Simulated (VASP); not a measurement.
# As (R-3m) in VASP: density of states with PBE

Aim: the density of states of As with PBE.

Program: VASP 6.6.1. These are calculated values, not measurements. Logs are shortened: lines on timing, memory, paths and dates and some standing lists are left out, and cuts for length are marked.

### Step 1. The cell of the first run

Symmetry: R-3m, No. 166, trigonal system. The conventional cell has a = 3.809 Å, b = 3.809 Å, c = 10.831 Å, α = 90.00°, β = 90.00°, γ = 120.00°. As (site symmetry 3m) has 6 As at 2.55 to 3.20 Å within 3.4 Å.

### Step 2. Density of states, PBE

POSCAR

```
As
1.0
    1.9045540906      1.0995948169      3.6104819662
   -1.9045540906      1.0995948169      3.6104819662
    0.0000000000     -2.1991896337      3.6104819662
As
2
Direct
    0.2261849699      0.2261849699      0.2261849699
    0.7738150301      0.7738150301      0.7738150301
```

INCAR.step1

```
PREC = Accurate
ENCUT = 520
EDIFF = 1E-7
ISMEAR = 0
SIGMA = 0.05
LREAL = False
LASPH = True
NELM = 100
ALGO = Normal
ISIF = 2
LWAVE = False
LCHARG = True
GGA = PE
NBANDS = 12
```

KPOINTS.step1

```
Automatic mesh
0
Gamma
  14 14 14
```

INCAR.step2

```
PREC = Accurate
ENCUT = 520
EDIFF = 1E-7
ISMEAR = -5
SIGMA = 0.05
LREAL = False
LASPH = True
NELM = 100
ALGO = Normal
ISIF = 2
LWAVE = False
LCHARG = False
GGA = PE
LORBIT = 10
NBANDS = 12
NEDOS = 2001
ICHARG = 11
```

KPOINTS.step2

```
Automatic mesh
0
Gamma
  21 21 21
```

Potentials or basis: VASP PAW PBE potentials, release 64 (As).

The run is started by

```bash
$ cat potpaw_PBE.64/As/POTCAR > POTCAR
$ cp INCAR.step1 INCAR
$ cp KPOINTS.step1 KPOINTS
$ mpirun -np 1 vasp_std > vasp.out
$ cp INCAR.step2 INCAR
$ cp KPOINTS.step2 KPOINTS
$ mpirun -np 1 vasp_std > vasp.out
```

OUTCAR:

```text
PREC = Accurate
   ENCUT = 520
   EDIFF = 1E-7
   ISMEAR = -5
   LREAL = False
   LASPH = True
   NELM = 100
   ISIF = 2
   GGA = PE
   LORBIT = 10
   ICHARG = 11

 ion  position               nearest neighbor table
   1  0.226  0.226  0.226-   2 2.55   2 2.55   2 2.55
   2  0.774  0.774  0.774-   1 2.55   1 2.55   1 2.55

  LATTYP: Found a trigonal (rhomboedric) cell.
 ALAT       =     4.2275306118
 COS(alpha) =     0.5940775263

  Lattice vectors:

 A1 = (   1.9045540906,   1.0995948169,   3.6104819662)
 A2 = (  -1.9045540906,   1.0995948169,   3.6104819662)
 A3 = (   0.0000000000,  -2.1991896337,   3.6104819662)

Analysis of symmetry for initial positions (statically):
=====================================================================
 Subroutine PRICEL returns:
 Original cell was already a primitive cell.

 Routine SETGRP: Setting up the symmetry group for a
 trigonal (rhombohedral) supercell.

 Subroutine GETGRP returns: Found 12 space group operations
 (whereof 12 operations were pure point group operations)
 out of a pool of 12 trial point group operations.

The static configuration has the point symmetry D_3d.

Analysis of symmetry for dynamics (positions and initial velocities):
=====================================================================
 Subroutine PRICEL returns:
 Original cell was already a primitive cell.

 Routine SETGRP: Setting up the symmetry group for a
 trigonal (rhombohedral) supercell.

 Subroutine GETGRP returns: Found 12 space group operations
 (whereof 12 operations were pure point group operations)
 out of a pool of 12 trial point group operations.

The dynamic configuration has the point symmetry D_3d.

 Subroutine INISYM returns: Found 12 space group operations
 (whereof 12 operations are pure point group operations),
 and found     1 'primitive' translations

----------------------------------------------------------------------------------------

                                     Primitive cell

  volume of cell :      45.3672

  direct lattice vectors                    reciprocal lattice vectors
     1.904554091  1.099594817  3.610481966     0.262528643  0.151570982  0.092323777
    -1.904554091  1.099594817  3.610481966    -0.262528643  0.151570982  0.092323777
     0.000000000 -2.199189634  3.610481966     0.000000000 -0.303141965  0.092323777

  length of vectors
     4.227530612  4.227530612  4.227530612     0.316889146  0.316889146  0.316889146
[... 92 lines left out ...]
   TEBEG  =    0.0;   TEEND  =   0.0 temperature during run
   PSTRESS=    0.0 pullay stress
   NELECT =      10.0000    total number of electrons
   NUPDOWN=      -1.0000    fix difference up-down
   EMIN   =  10.00;   EMAX   =-10.00  energy-range for DOS
   EFERMI =   0.00;   METHOD = LEGACY
   ISMEAR =    -5;   SIGMA  =   0.05  broadening in eV -4-tet -1-fermi 0-gaus
   EFERMI_NEDOS =   21; number of points for ismear=-14 and -15
   IALGO  =     38    algorithm
   IMIX   =      4    mixing-type and parameters
     AMIX     =   0.40;   BMIX     =  1.00
     AMIX_MAG =   1.60;   BMIX_MAG =  1.00
  volume/ion in A,a.u.               =      22.68       153.08
  Fermi-wavevector in a.u.,A,eV,Ry     =   0.988919  1.868786 13.305962  0.977961
  Thomas-Fermi vector in A             =   2.120480
   LORBIT       =     10    0 simple, 1 ext, 2 COOP (PROOUT), +10 PAW based schemes
   GGA     = PE    functional components
   LHFCALC =     F    Hartree Fock is set to
   AEXX    =    0.0000 exact exchange contribution
   IVDW    =     0    specifies the selected vdW correction
   LEPSILON=     F    determine dielectric tensor
   LRPA    =     F    only Hartree local field effects (RPA)
 non-spin polarized calculation
 Fermi weights with tetrahedron method with Bloechl corrections
  energy-cutoff  :      520.00
  volume of cell :       45.37
 maximum number of plane-waves:      1240

 number of electron       9.9999999 magnetization

 Free energy of the ion-electron system (eV)
  ---------------------------------------------------
  ext. energy  EPLUGINS =         0.00000000
  ---------------------------------------------------
  free energy    TOTEN  =        -9.34180856 eV

  energy without entropy =       -9.34180856  energy(sigma->0) =       -9.34180856

 E-fermi :   4.9761     XC(G=0):  -9.7346

 val. band max:        5.0557379125   @ k =  -0.4762   0.4762   0.4286
 cond. band min:       4.8830270764   @ k =   0.4286   0.0952   0.0952
 fundamental gap:     -0.1727108360
 Fermi energy:         4.9761187802

 k-point     1 :       0.0000    0.0000    0.0000
  band No.  band energies     occupation
      1      -9.7165      2.00000
      2      -1.1866      2.00000
      3       2.4799      2.00000
      4       3.0337      2.00000
      5       3.0337      2.00000
      6       6.5078      0.00000
      7       7.7136      0.00000
      8       7.7136      0.00000
      9      11.8703      0.00000
     10      11.8703      0.00000
     11      12.2436      0.00000
     12      13.6292      0.00000
[... 331 lines left out ...]
 k-point    24 :      -0.3810    0.0476   -0.0000
  band No.  band energies     occupation
      1      -7.7588      2.00000
      2      -5.1173      2.00000
      3       1.9890      2.00000
      4       2.2649      2.00000
      5       3.9049      2.00000
      6       5.1212     -0.04419
      7       5.6166      0.00000
      8       6.8188      0.00000
      9      12.0098      0.00000
     10      13.8464      0.00000
     11      15.5937      0.00000
     12      16.0196      0.00000

 [... further k-points ...]
[... 5 lines left out ...]
  --------------------------------------------------------------------------------------
  -------------------------------------------------------------------------------------
  Total        0.0871042      0.0871042      0.0532288     -0.0000000      0.0000000      0.0000000
  in kB        3.0761466      3.0761466      1.8798133     -0.0000000      0.0000000      0.0000000
  external PRESSURE =       2.6773688 kB  Pullay stress =       0.0000000 kB

 VOLUME and BASIS-vectors are now :
 -----------------------------------------------------------------------------
  energy-cutoff  :      520.00
  volume of cell :       45.37
      direct lattice vectors                 reciprocal lattice vectors
     1.904554091  1.099594817  3.610481966     0.262528643  0.151570982  0.092323777
    -1.904554091  1.099594817  3.610481966    -0.262528643  0.151570982  0.092323777
     0.000000000 -2.199189634  3.610481966     0.000000000 -0.303141965  0.092323777

 POSITION                                       TOTAL-FORCE (eV/Angst)
 -----------------------------------------------------------------------------------
      0.00000      0.00000      2.44991         0.000000      0.000000      0.041126
      0.00000      0.00000      8.38154         0.000000     -0.000000     -0.041126
 -----------------------------------------------------------------------------------
    total drift:                                0.000000      0.000000     -0.000000

  FREE ENERGIE OF THE ION-ELECTRON SYSTEM (eV)
  ---------------------------------------------------
  free  energy   TOTEN  =        -9.3418085645 eV

  energy  without entropy=       -9.3418085645  energy(sigma->0) =       -9.34180856

 total charge

# of ion       s       p       d       tot
------------------------------------------
    1        1.303   1.336   0.043   2.683
    2        1.303   1.336   0.043   2.683
--------------------------------------------------
tot          2.607   2.672   0.087   5.366
```

OUTCAR.step1:

```text
PREC = Accurate
   ENCUT = 520
   EDIFF = 1E-7
   ISMEAR = 0
   LREAL = False
[... 585 lines left out ...]
      0.00000      0.00000      2.44991         0.000000      0.000000      0.047899
      0.00000      0.00000      8.38154         0.000000     -0.000000     -0.047899
 -----------------------------------------------------------------------------------
    total drift:                                0.000000      0.000000     -0.000000

  FREE ENERGIE OF THE ION-ELECTRON SYSTEM (eV)
  ---------------------------------------------------
  free  energy   TOTEN  =        -9.3424231479 eV

  energy  without entropy=       -9.3422262630  energy(sigma->0) =       -9.34232471
```

Run time: 3.1 min. Hardware: 1 thread of Intel Xeon Platinum 8488C (Sapphire Rapids), shared host; peak memory 0.51 GiB.

What came out:

```
Valence electrons inside the program's atomic spheres : As 2.68
```

Caveat: tetrahedron occupations give inexact forces and stress in metals.
